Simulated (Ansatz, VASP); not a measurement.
# Si2Sn5: VASP beside Ansatz

```
Si Sn
1.0
     8.07903    0.00000    0.00000
    -4.03951    6.99665    0.00000
     0.00000    0.00000    5.10488
Si Sn
2 5
Direct
  0.33333 0.66667 0.00000
  0.00000 0.00000 0.50000
  0.66667 0.33333 0.50000
  0.87362 0.12638 0.00000
  0.87362 0.74723 0.00000
  0.25277 0.12638 0.00000
  0.66667 0.33333 0.00000
```

Alike in both runs: functional PBE; k mesh 3 × 3 × 3; occupations gaussian, width 0.2 eV; no spin polarisation.

Ansatz relaxed the structure, and its values are those at the end. VASP's run is a single point on that final structure, the one shown.

|  | VASP | Ansatz |
| --- | --- | --- |
| version | VASP 6.6.1 | Ansatz 0.2.0 |
| potentials or method | VASP PAW PBE potentials, release 64 (Si, Sn_d), cutoff 500 eV | scalar-relativistic, plane waves, PAW |
| valence electrons in the cell | 78 | 78 |

|  | VASP | Ansatz | Ansatz less VASP |
| --- | --- | --- | --- |
| gap on the k mesh at the Fermi level (eV) | none | none | - |
| pressure (GPa) | 0.0 | 0.0 | +0.04 |
| rms of the force components (eV/Å) | 0.006 | 0.006 | +0.0003 |

A gap of «none» marks a metal or a gap that the smearing closes. With one functional, cell and mesh, what is left measures potentials, basis and numerics.

The k mesh is coarse, so the values compare programs but aren't converged.
